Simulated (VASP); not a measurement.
Write the native input for VASP 6.6.1 that does the following.

- Task: single point
- Functional: LDA
- Potentials or basis: VASP PAW LDA potentials, release 64 (Cs_sv, Cd, Cl)
- Cutoff: 520 eV
- k mesh: 6 × 6 × 6
- Occupations: gaussian, width 0.05 eV
- Spin: no spin polarisation
- Dipole correction: no
- Further INCAR settings: ALGO = Normal; EDIFF = 1e-07; NBANDS = 29

The structure of CsCdCl3 lies in POSCAR:

```
CsCdCl3
1.0
    5.2000000000      0.0000000000      0.0000000000
    0.0000000000      5.2000000000      0.0000000000
    0.0000000000      0.0000000000      5.2000000000
Cs Cd Cl
1 1 3
Direct
    0.0000000000      0.0000000000      0.0000000000
    0.5000000000      0.5000000000      0.5000000000
    0.0000000000      0.5000000000      0.5360576923
    0.5000000000      0.0000000000      0.5360576923
    0.5000000000      0.5000000000      0.0360576923
```

This cell differs from its parent crystal: all Cl atoms moved +0.188 Å, as atom 3 along Cartesian [0 0 1].

One way to write it, as run:

INCAR

```
SYSTEM = CsCdCl3
ALGO     = Normal         ! electronic algorithm
EDIFF    = 1E-7           ! SCF threshold, eV
ENCUT    = 520            ! plane-wave cutoff, eV
ISIF     = 2              ! what is computed and relaxed
ISMEAR   = 0              ! smearing method
LASPH    = .TRUE.         ! aspherical terms in the spheres
LCHARG   = .TRUE.         ! write CHGCAR
LELF     = .TRUE.         ! ELF
LREAL    = .FALSE.        ! projectors in reciprocal space
LVHAR    = .TRUE.       
LWAVE    = .FALSE.        ! write WAVECAR
NBANDS   = 29             ! bands
NELM     = 100            ! most SCF steps
PREC     = Accurate       ! precision mode
SIGMA    = 0.05           ! smearing width, eV
```

KPOINTS

```
k-points
0
G
  6 6 6
  0 0 0
```

Potentials or basis: VASP PAW LDA potentials, release 64 (Cs_sv, Cd, Cl).

Run with:

```bash
$ cat potpaw_LDA.64/Cs_sv/POTCAR potpaw_LDA.64/Cd/POTCAR potpaw_LDA.64/Cl/POTCAR > POTCAR
$ mpirun -np 1 vasp_std > vasp.out
```

Results of the run:

- Pressure: -1.2 GPa
- Largest force: 0.878 eV/Å
- Band gap on the k mesh: 1.61 eV (least direct gap 2.15 eV)

Caveat: the cell differs from its parent crystal (all Cl atoms moved +0.188 Å, as atom 3 along Cartesian [0 0 1]); spin-orbit coupling is left out, which moves the levels of the heavy elements.

It took 100 s on 1 thread of Intel(R) Xeon(R) Platinum 8375C CPU @ 2.90GHz (Ice Lake), on a shared host, peak memory 0.29 GiB.
